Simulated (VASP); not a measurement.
The system is GeN.

```
Ge N
1.0
     0.00000    2.98703    2.98703
     2.98703    0.00000    2.98703
     2.98703    2.98703    0.00000
Ge N
2 2
Direct
  0.50000 0.50000 0.50000
  0.75000 0.75000 0.75000
  0.00000 0.00000 0.00000
  0.25000 0.25000 0.25000
```

| Quantity | Value |
| --- | --- |
| Program | VASP 6.6.1 |
| Task | relaxation of cell and atoms |
| Functional | PBE |
| Potentials or basis | VASP PAW PBE potentials, release 64 (Ge_d, N) |
| Cutoff | 600 eV |
| k mesh | 6 × 6 × 6 |
| Occupations | gaussian, width 0.1 eV |
| Spin | no spin polarisation |

At the start: pressure -6.7 GPa; volume 13.33 Å³/atom.

Task: How do energy, volume and symmetry change on relaxing?

Result: Over 3 steps the energy falls by 21.9 meV/atom and the volume is 12.35 Å³/atom (-7.3 %); space group Fd-3m (No. 227, to 0.1 Å) before and after.

Step by step:
```tsv
step	energy change (eV)	largest force (eV/Å)	pressure (GPa)	volume (Å³)
1	0.0000	0.0000	-6.67	53.30
2	-0.0869	0.0000	0.55	49.14
3	-0.0874	0.0000	0.07	49.39
```

Final structure:
```xyz
4
Lattice="0.0000 2.9121 2.9121 2.9121 0.0000 2.9121 2.9121 2.9121 0.0000" Properties=species:S:1:pos:R:3 pbc="T T T"
Ge    2.9121    2.9121    2.9121
Ge    4.3682    4.3682    4.3682
N     0.0000    0.0000    0.0000
N     1.4561    1.4561    1.4561
```

Caveat: the highest band is partly filled, so the run has too few bands.
